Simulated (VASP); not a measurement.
# TiO2 (P4_2/mnm) in VASP: further runs

Runs on TiO2. Level: PBE. Tasks: relaxation of the atoms.

Everything below comes from runs of VASP 6.6.1. Logs are shortened: lines on timing, memory, paths and dates and some standing lists are left out, and cuts for length are marked.

## (1) The cell of the first run

The structure is tetragonal, space group P4_2/mnm (No. 136). The conventional cell has a = 4.624 Å, b = 4.624 Å, c = 2.979 Å, α = 90.00°, β = 90.00°, γ = 90.00°. Ti (site symmetry mmm) has 6 O at 1.96 to 1.99 Å within 2.6 Å. Within 2.6 Å of O (site symmetry m2m) lie 3 Ti at 1.96 to 1.99 Å and 1 O at 2.56 Å.

## (2) Relaxation of the atoms, PBE (10.62 Å³/atom)

File INCAR:

```
SYSTEM = TiO2
PREC = Accurate
ENCUT = 520
EDIFF = 1E-7
ISMEAR = -1
SIGMA = 0.02
LREAL = .False.
LASPH = .True.
NELM = 80
ALGO = Normal
ISIF = 2
LWAVE = .False.
LCHARG = .False.
GGA = PE
IBRION = 2
NSW = 80
EDIFFG = -0.02
```

File KPOINTS:

```
Automatic mesh
0
Gamma
  7 7 10
  0 0 0
```

File POSCAR:

```
TiO2
1.0
    4.6244247277      0.0000000000      0.0000000000
    0.0000000000      4.6244247277      0.0000000000
    0.0000000000      0.0000000000      2.9785965976
Ti O
2 4
Direct
    0.0000000000      0.0000000000      0.0000000000
    0.5000000000      0.5000000000      0.5000000000
    0.3042802931      0.3042802931      0.0000000000
    0.1957197069      0.8042802931      0.5000000000
    0.6957197069      0.6957197069      0.0000000000
    0.8042802931      0.1957197069      0.5000000000
```

Potentials or basis: VASP PAW PBE potentials, release 64 (Ti_sv, O).

On the command line:

```bash
$ cat potpaw_PBE.64/Ti_sv/POTCAR potpaw_PBE.64/O/POTCAR > POTCAR
$ mpirun -np 1 vasp_std > vasp.out
```

OUTCAR:

```text
SYSTEM = TiO2
   PREC = Accurate
   ENCUT = 520
   EDIFF = 1E-7
   ISMEAR = -1
   LREAL = .False.
   LASPH = .True.
   NELM = 80
   ISIF = 2
   GGA = PE
   IBRION = 2
   NSW = 80
   EDIFFG = -0.02

 ion  position               nearest neighbor table
   1  0.000  0.000  0.000-   4 1.96   6 1.96   4 1.96   6 1.96   5 1.99   3 1.99
   2  0.500  0.500  0.500-   3 1.96   5 1.96   3 1.96   5 1.96   4 1.99   6 1.99
   3  0.304  0.304  0.000-   2 1.96   2 1.96   1 1.99
   4  0.196  0.804  0.500-   1 1.96   1 1.96   2 1.99
   5  0.696  0.696  0.000-   2 1.96   2 1.96   1 1.99
   6  0.804  0.196  0.500-   1 1.96   1 1.96   2 1.99

  LATTYP: Found a simple tetragonal cell.
 ALAT       =     4.6244247277
 C/A-ratio  =     0.6441010013

  Lattice vectors:

 A1 = (   4.6244247277,   0.0000000000,   0.0000000000)
 A2 = (   0.0000000000,   4.6244247277,   0.0000000000)
 A3 = (   0.0000000000,   0.0000000000,   2.9785965976)

Analysis of symmetry for initial positions (statically):
=====================================================================
 Subroutine PRICEL returns:
 Original cell was already a primitive cell.

 Routine SETGRP: Setting up the symmetry group for a
 simple tetragonal supercell.

 Subroutine GETGRP returns: Found 16 space group operations
 (whereof  8 operations were pure point group operations)
 out of a pool of 16 trial point group operations.

The static configuration has the point symmetry D_2h.
 The point group associated with its full space group is D_4h.

Analysis of symmetry for dynamics (positions and initial velocities):
=====================================================================
 Subroutine PRICEL returns:
 Original cell was already a primitive cell.

 Routine SETGRP: Setting up the symmetry group for a
 simple tetragonal supercell.

 Subroutine GETGRP returns: Found 16 space group operations
 (whereof  8 operations were pure point group operations)
 out of a pool of 16 trial point group operations.

The dynamic configuration has the point symmetry D_2h.
 The point group associated with its full space group is D_4h.

 Subroutine INISYM returns: Found 16 space group operations
 (whereof  8 operations are pure point group operations),
 and found     1 'primitive' translations

----------------------------------------------------------------------------------------

                                     Primitive cell

  volume of cell :      63.6982

  direct lattice vectors                    reciprocal lattice vectors
     4.624424728  0.000000000  0.000000000     0.216243113  0.000000000  0.000000000
     0.000000000  4.624424728  0.000000000     0.000000000  0.216243113  0.000000000
     0.000000000  0.000000000  2.978596598     0.000000000  0.000000000  0.335728578

  length of vectors
     4.624424728  4.624424728  2.978596598     0.216243113  0.216243113  0.335728578

  position of ions in fractional coordinates (direct lattice)
     0.000000000  0.000000000  0.000000000
     0.500000000  0.500000000  0.500000000
     0.304280293  0.304280293  0.000000000
     0.195719707  0.804280293  0.500000000
     0.695719707  0.695719707  0.000000000
     0.804280293  0.195719707  0.500000000

  ion indices of the primitive-cell ions
   primitive index   ion index
                 1           1
                 2           2
                 3           3
                 4           4
                 5           5
[... 72 lines left out ...]
   NELM   =     80;   NELMIN=  2; NELMDL= -5     # of ELM steps
   EDIFF  = 0.1E-06   stopping-criterion for ELM
   LREAL  =      F    real-space projection
   EDIFFG = -.2E-01   stopping-criterion for IOM
   NSW    =     80    number of steps for IOM
   IBRION =      2    ionic relax: 0-MD 1-quasi-New 2-CG
   NFREE  =      1    steps in history (QN), initial steepest desc. (CG)
   ISIF   =      2    stress and relaxation
   ISYM   =      2    0-nonsym 1-usesym 2-fastsym
   POTIM  = 0.5000    time-step for ionic-motion
   TEBEG  =    0.0;   TEEND  =   0.0 temperature during run
   PSTRESS=    0.0 pullay stress
   NELECT =      48.0000    total number of electrons
   NUPDOWN=      -1.0000    fix difference up-down
   EMIN   =  10.00;   EMAX   =-10.00  energy-range for DOS
   EFERMI =   0.00;   METHOD = LEGACY
   ISMEAR =    -1;   SIGMA  =   0.02  broadening in eV -4-tet -1-fermi 0-gaus
   EFERMI_NEDOS =   21; number of points for ismear=-14 and -15
   IALGO  =     38    algorithm
   IMIX   =      4    mixing-type and parameters
     AMIX     =   0.40;   BMIX     =  1.00
     AMIX_MAG =   1.60;   BMIX_MAG =  1.00
  volume/ion in A,a.u.               =      10.62        71.64
  Fermi-wavevector in a.u.,A,eV,Ry     =   1.489748  2.815216 30.196086  2.219350
  Thomas-Fermi vector in A             =   2.602617
   LORBIT       =      0    0 simple, 1 ext, 2 COOP (PROOUT), +10 PAW based schemes
   GGA     = PE    functional components
   LHFCALC =     F    Hartree Fock is set to
   AEXX    =    0.0000 exact exchange contribution
   IVDW    =     0    specifies the selected vdW correction
   LEPSILON=     F    determine dielectric tensor
   LRPA    =     F    only Hartree local field effects (RPA)
 conjugate gradient relaxation of ions
 non-spin polarized calculation
  energy-cutoff  :      520.00
  volume of cell :       63.70
 maximum number of plane-waves:      1734
 NGX is ok and might be reduce to    36
   NGX = 17   NGY = 17   NGZ = 11

--------------------------------------- Ionic step        1  -------------------------------------------

 number of electron      48.0000022 magnetization

 Free energy of the ion-electron system (eV)
  ---------------------------------------------------
  ext. energy  EPLUGINS =         0.00000000
  ---------------------------------------------------
  free energy    TOTEN  =       -53.67277273 eV

  energy without entropy =      -53.67277273  energy(sigma->0) =      -53.67277273

------------------------ aborting loop because EDIFF is reached ----------------------------------------

  FORCE on cell =-STRESS in cart. coord.  units (eV):
  Direction    XX          YY          ZZ          XY          YZ          ZX
  --------------------------------------------------------------------------------------
  -------------------------------------------------------------------------------------
  Total        0.5537616      0.5537616     -0.1758768      0.0000000      0.0000000      0.0000000
  in kB       13.9285632     13.9285632     -4.4237659      0.0000000      0.0000000      0.0000000
  external PRESSURE =       7.8111202 kB  Pullay stress =       0.0000000 kB

 VOLUME and BASIS-vectors are now :
 -----------------------------------------------------------------------------
  energy-cutoff  :      520.00
  volume of cell :       63.70
      direct lattice vectors                 reciprocal lattice vectors
     4.624424728  0.000000000  0.000000000     0.216243113  0.000000000  0.000000000
     0.000000000  4.624424728  0.000000000     0.000000000  0.216243113  0.000000000
     0.000000000  0.000000000  2.978596598     0.000000000  0.000000000  0.335728578

 POSITION                                       TOTAL-FORCE (eV/Angst)
 -----------------------------------------------------------------------------------
      0.00000      0.00000      0.00000         0.000000      0.000000     -0.000000
      2.31221      2.31221      1.48930         0.000000      0.000000     -0.000000
      1.40712      1.40712      0.00000         0.045276      0.045276      0.000000
      0.90509      3.71933      1.48930        -0.045276      0.045276      0.000000
      3.21730      3.21730      0.00000        -0.045276     -0.045276     -0.000000
      3.71933      0.90509      1.48930         0.045276     -0.045276     -0.000000
 -----------------------------------------------------------------------------------
    total drift:                                0.000000      0.000000     -0.000000

  FREE ENERGIE OF THE ION-ELECTRON SYSTEM (eV)
  ---------------------------------------------------
  free  energy   TOTEN  =       -53.6727727296 eV

  energy  without entropy=      -53.6727727296  energy(sigma->0) =      -53.67277273

--------------------------------------- Ionic step        2  -------------------------------------------

 number of electron      48.0000025 magnetization

 Free energy of the ion-electron system (eV)
  ---------------------------------------------------
  ext. energy  EPLUGINS =         0.00000000
  ---------------------------------------------------
  free energy    TOTEN  =       -53.67319767 eV

  energy without entropy =      -53.67319767  energy(sigma->0) =      -53.67319767

 E-fermi :   5.0557     XC(G=0): -11.3058

 val. band max:        4.6489225016   @ k =   0.0000   0.0000   0.0000
 cond. band min:       6.4600772656   @ k =   0.0000   0.0000   0.0000
 fundamental gap:      1.8111547640
 Fermi energy:         5.0557166859

 k-point     1 :       0.0000    0.0000    0.0000
  band No.  band energies     occupation
      1     -52.3458      2.00000
      2     -52.3305      2.00000
      3     -28.6344      2.00000
      4     -28.6344      2.00000
      5     -28.4824      2.00000
      6     -28.4824      2.00000
[... 733 lines left out ...]
     27       7.6147      0.00000
     28       7.6688      0.00000

 [... further k-points ...]
[... 5 lines left out ...]
  --------------------------------------------------------------------------------------
  -------------------------------------------------------------------------------------
  Total        0.6048671      0.6048671     -0.1216503     -0.0000000      0.0000000      0.0000000
  in kB       15.2140009     15.2140009     -3.0598260     -0.0000000      0.0000000      0.0000000
  external PRESSURE =       9.1227253 kB  Pullay stress =       0.0000000 kB

 VOLUME and BASIS-vectors are now :
 -----------------------------------------------------------------------------
  energy-cutoff  :      520.00
  volume of cell :       63.70
      direct lattice vectors                 reciprocal lattice vectors
     4.624424728  0.000000000  0.000000000     0.216243113  0.000000000  0.000000000
     0.000000000  4.624424728  0.000000000     0.000000000  0.216243113  0.000000000
     0.000000000  0.000000000  2.978596598     0.000000000  0.000000000  0.335728578

 POSITION                                       TOTAL-FORCE (eV/Angst)
 -----------------------------------------------------------------------------------
      0.00000      0.00000      2.97860         0.000000     -0.000000      0.000000
      2.31221      2.31221      1.48930         0.000000     -0.000000      0.000000
      1.40931      1.40931      0.00000         0.003298      0.003298      0.000000
      0.90291      3.72152      1.48930        -0.003298      0.003298      0.000000
      3.21512      3.21512      2.97860        -0.003298     -0.003298      0.000000
      3.72152      0.90291      1.48930         0.003298     -0.003298      0.000000
 -----------------------------------------------------------------------------------
    total drift:                                0.000000      0.000000      0.000000

  FREE ENERGIE OF THE ION-ELECTRON SYSTEM (eV)
  ---------------------------------------------------
  free  energy   TOTEN  =       -53.6731976702 eV

  energy  without entropy=      -53.6731976702  energy(sigma->0) =      -53.67319767

 reached required accuracy - stopping structural energy minimisation
```

Run time: 1.9 min. Hardware: 1 thread of Intel Xeon Platinum 8488C (Sapphire Rapids), shared host; peak memory 0.23 GiB.

Results:

* Free energy: -53.6732 eV
* Energy gained by relaxing: 0.1 meV/atom
* Ionic steps: 2
* Pressure after relaxing: 0.9 GPa
* Largest force after relaxing: 0.005 eV/Å
* Band gap on the k mesh: 1.81 eV

Forces on the atoms (eV/Å):
```
Ti   0.000  0.000  0.000
Ti   0.000  0.000  0.000
O    0.003  0.003  0.000
O   -0.003  0.003  0.000
O   -0.003 -0.003  0.000
O    0.003 -0.003  0.000
```

The path:
| step | energy change (eV) | largest force (eV/Å) | pressure (GPa) |
| --- | --- | --- | --- |
| 1 | 0.0000 | 0.0640 | 0.78 |
| 2 | -0.0004 | 0.0047 | 0.91 |

Final structure:
```xyz
6
Lattice="4.6244 0.0000 0.0000 0.0000 4.6244 0.0000 0.0000 0.0000 2.9786" Properties=species:S:1:pos:R:3 pbc="T T T"
Ti    0.0000    0.0000    2.9786
Ti    2.3122    2.3122    1.4893
O     1.4093    1.4093    0.0000
O     0.9029    3.7215    1.4893
O     3.2151    3.2151    2.9786
O     3.7215    0.9029    1.4893
```

Levels at points of the mesh, in eV from the valence-band top:
```tsv
k point	band 20	band 21	band 22	band 23	band 24	band 25	band 26	band 27	band 28
(0.00, 0.00, 0.00)	-1.97	-0.71	-0.45	-0.45	0.00	1.81	2.10	2.33	2.42
(0.00, 0.00, 0.50)	-2.73	-2.30	-2.30	-1.41	-1.41	2.88	2.88	3.06	3.06
```

A k mesh can miss the band edges.

## (3) Relaxation of the atoms, PBE

This run uses another cell than the first one, of 10.41 Å³/atom.

Edit INCAR of step 2 so:

```diff
@@ -3,3 +3,3 @@
 ENCUT = 520
-EDIFF = 1E-7
+EDIFF = 1E-6
 ISMEAR = -1
@@ -8,3 +8,3 @@
 LASPH = .True.
-NELM = 80
+NELM = 60
 ALGO = Normal
```

KPOINTS is that of step 2.

File POSCAR:

```
TiO2
1.0
    4.5940000000      0.0000000000      0.0000000000
    0.0000000000      4.5940000000      0.0000000000
    0.0000000000      0.0000000000      2.9590000000
Ti O
2 4
Direct
    0.0000000000      0.0000000000      0.0000000000
    0.5000000000      0.5000000000      0.5000000000
    0.3060000000      0.3060000000      0.0000000000
    0.1940000000      0.8060000000      0.5000000000
    0.6940000000      0.6940000000      0.0000000000
    0.8060000000      0.1940000000      0.5000000000
```

Potentials or basis: VASP PAW PBE potentials, release 64 (Ti_sv, O).

On the command line:

```bash
$ cat potpaw_PBE.64/Ti_sv/POTCAR potpaw_PBE.64/O/POTCAR > POTCAR
$ mpirun -np 1 vasp_std > vasp.out
```

It took 2.4 min on 1 thread of Intel Xeon Platinum 8259CL at 2.50GHz (Skylake/Cascade Lake), shared host; peak memory 0.23 GiB.

The run converged. Its results:

```
Free energy                  : -53.6467 eV
Energy gained by relaxing    : 1.1 meV/atom
Ionic steps                  : 2
Pressure after relaxing      : 5.5 GPa
Largest force after relaxing : 0.004 eV/Å
Band gap on the k mesh       : 1.83 eV
```

Forces on the atoms (eV/Å):
```
Ti   0.000  0.000  0.000
Ti   0.000  0.000  0.000
O    0.003  0.003  0.000
O   -0.003  0.003  0.000
O   -0.003 -0.003  0.000
O    0.003 -0.003  0.000
```

Stress tensor (GPa, compression positive):
```
5.69 0.00 0.00
0.00 5.69 0.00
0.00 0.00 4.97
```

The path:
```tsv
step	energy change (eV)	largest force (eV/Å)	pressure (GPa)
1	0.0000	0.2627	6.11
2	-0.0065	0.0043	5.45
```

Final structure:
```cif
data_structure
_symmetry_space_group_name_H-M 'P 1'
_symmetry_Int_Tables_number 1
_cell_length_a 4.5940
_cell_length_b 4.5940
_cell_length_c 2.9590
_cell_angle_alpha 90.000
_cell_angle_beta 90.000
_cell_angle_gamma 90.000
_cell_volume 62.45
loop_
_atom_site_label
_atom_site_type_symbol
_atom_site_fract_x
_atom_site_fract_y
_atom_site_fract_z
_atom_site_occupancy
Ti1 Ti 0.00000 0.00000 0.00000 1
Ti2 Ti 0.50000 0.50000 0.50000 1
O1 O 0.30405 0.30405 0.00000 1
O2 O 0.19595 0.80405 0.50000 1
O3 O 0.69595 0.69595 0.00000 1
O4 O 0.80405 0.19595 0.50000 1
```

Levels at points of the mesh, in eV from the valence-band top:
```csv
k point,band 20,band 21,band 22,band 23,band 24,band 25,band 26,band 27,band 28
"(0.00, 0.00, 0.00)",-2.00,-0.72,-0.46,-0.46,0.00,1.83,2.12,2.36,2.47
"(0.00, 0.00, 0.50)",-2.78,-2.39,-2.39,-1.43,-1.43,2.95,2.95,3.14,3.14
```

[end of part 1 of 2]
